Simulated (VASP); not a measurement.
# BaS: single point with r2SCAN

Crystal: BaS.

```
CELL_PARAMETERS angstrom
0.00000 3.21180 3.21180
3.21180 0.00000 3.21180
3.21180 3.21180 0.00000
ATOMIC_POSITIONS crystal
Ba 0.00000 0.00000 0.00000
S 0.50000 0.50000 0.50000
```

- Program: VASP 6.6.1
- Task: single point
- Functional: r2SCAN
- Potentials or basis: VASP PAW PBE potentials, release 64 (Ba_sv, S)
- Cutoff: 520 eV
- k mesh: 4 × 4 × 4
- Occupations: gaussian, width 0.01 eV
- Spin: no spin polarisation
- Dipole correction: no
- Further INCAR settings: ALGO = Normal; EDIFF = 1e-06; NBANDS = 15

```yaml
Pressure: 0.6 GPa
Band_gap_on_the_k_mesh: 2.49 eV, indirect (least direct gap 2.63 eV)
```

Levels at points of the mesh, in eV from the valence-band top:
```tsv
k point	band 5	band 6	band 7	band 8	band 9	band 10	band 11	band 12
(0.00, 0.00, 0.00)	-10.77	0.00	0.00	0.00	4.13	4.30	4.30	4.30
(0.50, 0.00, 0.00)	-9.51	-1.88	-1.05	-1.05	5.97	6.08	6.78	6.78
(0.50, 0.50, 0.00)	-10.68	-0.54	-0.14	-0.14	2.49	6.47	6.61	7.95
```

Wall time 77 s on 1 thread of Intel(R) Xeon(R) Platinum 8259CL CPU @ 2.50GHz (Skylake/Cascade Lake) (shared host), peak memory 0.21 GiB.

Caveat: the k points lie up to 0.42 Å⁻¹ apart; the PAW data sets were made with another functional, which shifts forces and pressure a little; spin-orbit coupling is left out, which moves the levels of the heavy elements. r2SCAN opens gaps a little over a GGA but as a rule still falls short of measured ones.
